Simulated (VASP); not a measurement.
Wanted: the native input for a VASP 6.6.1 run.

```yaml
Task: single point
Functional: r2SCAN
Potentials_or_basis: VASP PAW PBE potentials, release 64 (Ti_sv)
Cutoff: 520 eV
k_mesh: 20 × 20 × 20
Occupations: gaussian, width 0.15 eV
Spin: no spin polarisation
Dipole_correction: no
Further_INCAR_settings: ALGO = Normal; EDIFF = 1e-07; NBANDS = 12
```

The system is Ti.

```
Ti
1.0
     0.00000    2.03000    2.10105
     2.03000    0.00000    2.10105
     2.03000    2.03000    0.00000
Ti
1
Direct
  0.00000 0.00000 0.00000
```

This cell differs from its parent crystal: strain +0.0350 x Voigt [0, 0, 1, 0, 0, 0].

The input as run:

POSCAR

```
Ti
1.0
    0.0000000000      2.0300000000      2.1010500000
    2.0300000000      0.0000000000      2.1010500000
    2.0300000000      2.0300000000      0.0000000000
Ti
1
Direct
    0.0000000000      0.0000000000      0.0000000000
```

INCAR.step1

```
SYSTEM = Ti
PREC = Accurate ; ENCUT = 520
ISMEAR = 0 ; SIGMA = 0.15
LREAL = .FALSE. ; LASPH = .TRUE.
NELM = 100 ; NBANDS = 12
GGA = PE ; ALGO = Normal
EDIFF = 1E-4 ; LWAVE = .TRUE.
LCHARG = .FALSE.
```

INCAR.step2

```
SYSTEM = Ti
PREC = Accurate ; ENCUT = 520
EDIFF = 1E-7 ; ISMEAR = 0
SIGMA = 0.15 ; LREAL = .FALSE.
LASPH = .TRUE. ; NELM = 100
ALGO = Normal ; ISIF = 2
LWAVE = .FALSE. ; LCHARG = .FALSE.
METAGGA = R2SCAN ; LMIXTAU = .TRUE.
NBANDS = 12 ; ISTART = 1
```

KPOINTS

```
regular mesh
0
G
  20 20 20
  0 0 0
```

Potentials or basis: VASP PAW PBE potentials, release 64 (Ti_sv).

Launch:

```bash
$ cat potpaw_PBE.64/Ti_sv/POTCAR > POTCAR
$ cp INCAR.step1 INCAR
$ mpirun -np 1 vasp_std > vasp.out
$ cp INCAR.step2 INCAR
$ mpirun -np 1 vasp_std > vasp.out
```

It gave:

- Pressure: 0.7 GPa
- Band gap on the k mesh: zero (band 6 reaches 9.19 eV, above the bottom of band 7 at 7.73 eV)

Caveat: the cell differs from its parent crystal (strain +0.0350 x Voigt [0, 0, 1, 0, 0, 0]); the PAW data sets were made with another functional, which shifts forces and pressure a little.

Wall time 6.2 min on 1 thread of Intel(R) Xeon(R) Platinum 8259CL CPU @ 2.50GHz (Skylake/Cascade Lake), on a shared host, peak memory 0.26 GiB.
